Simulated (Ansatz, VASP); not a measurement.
One calculation of NbBiF, two programs

Contents of INCAR:

```
SYSTEM = NbBiF
PREC = Accurate
ENCUT = 600
EDIFF = 1E-7
ISMEAR = 0
SIGMA = 0.1
LREAL = .FALSE.
LASPH = .TRUE.
NELM = 150
ALGO = Normal
ISIF = 3
LWAVE = .FALSE.
LCHARG = .FALSE.
ISPIN = 2
MAGMOM = 0.63 -0.04 0.04
LORBIT = 11
LMAXMIX = 4
GGA = PE
IBRION = 2
NSW = 90
EDIFFG = -0.04
```

The input KPOINTS:

```
regular mesh
0
G
  4 4 4
  0 0 0
```

File POSCAR:

```
NbBiF
1.0
    3.9845717400      0.0000000000      0.0000000000
    0.0000000000      3.9845717400      0.0000000000
    0.0000000000      0.0000000000      4.1863335800
Nb Bi F
1 1 1
Direct
    0.5000000000      0.5000000000      0.5000000000
    0.0000000000      0.0000000000      0.0000000000
    0.5000000000      0.5000000000      0.0000000000
```

Input for Ansatz:

```yaml
crystal:
  lattice:
    - [3.98457174, 0.0, 0.0]
    - [0.0, 3.98457174, 0.0]
    - [0.0, 0.0, 4.18633358]
  atoms:
    - { symbol: Nb, position: [0.5, 0.5, 0.5] }
    - { symbol: Bi, position: [0.0, 0.0, 0.0] }
    - { symbol: F, position: [0.5, 0.5, 0.0] }
basis:
  ecutwfc: 420
kpoints:
  mp_grid: { grid: [4, 4, 4] }
hamiltonian:
  xc: pbe
scf:
  occupations: { method: gaussian, width: 0.1 }
  lower_state_search: "off"
output:
  forces: true
  stress: true
  eigenvalues: true
  populations: true
magnetization:
  spin_polarized: true
relax:
  adjacent_minimum: "off"
  f_tol: 0.04
  max_steps: 70
  cell: { stress_tol: 0.4 }
```

Alike in both runs: task relaxation of cell and atoms; functional PBE; k mesh 4 × 4 × 4; occupations gaussian, width 0.1 eV; collinear spin.

|  | VASP | Ansatz |
| --- | --- | --- |
| version | VASP 6.6.1 | Ansatz 0.2.0 |
| potentials or method | VASP PAW PBE potentials, release 64 (Nb_sv, Bi_d, F), cutoff 600 eV | scalar-relativistic, plane waves, PAW |
| valence electrons in the cell | 35 | 35 |

|  | VASP | Ansatz | Ansatz less VASP |
| --- | --- | --- | --- |
| gap on the k mesh at the Fermi level, each at its own relaxed structure (eV) | none | none | - |
| net moment per atom (μB) | 0.42 | 0.42 | 0.000 |
| size of the moment on the site where the two differ most (μB) | 0.97 | 0.58 | -0.392 |
| relaxed volume (Å³/atom) | 21.06 | 21.16 | +0.096 |
| relaxed length of the cell vector where the two differ most in proportion (Å) | 3.954 | 3.962 | +0.0082 |

Site moments also hang on the region over which each program counts them. A gap of «none» marks a metal or a gap that the smearing closes. Ansatz's warnings: no starting moments.

The k mesh is coarse, so the values compare programs but aren't converged. Spin-orbit coupling is off throughout.
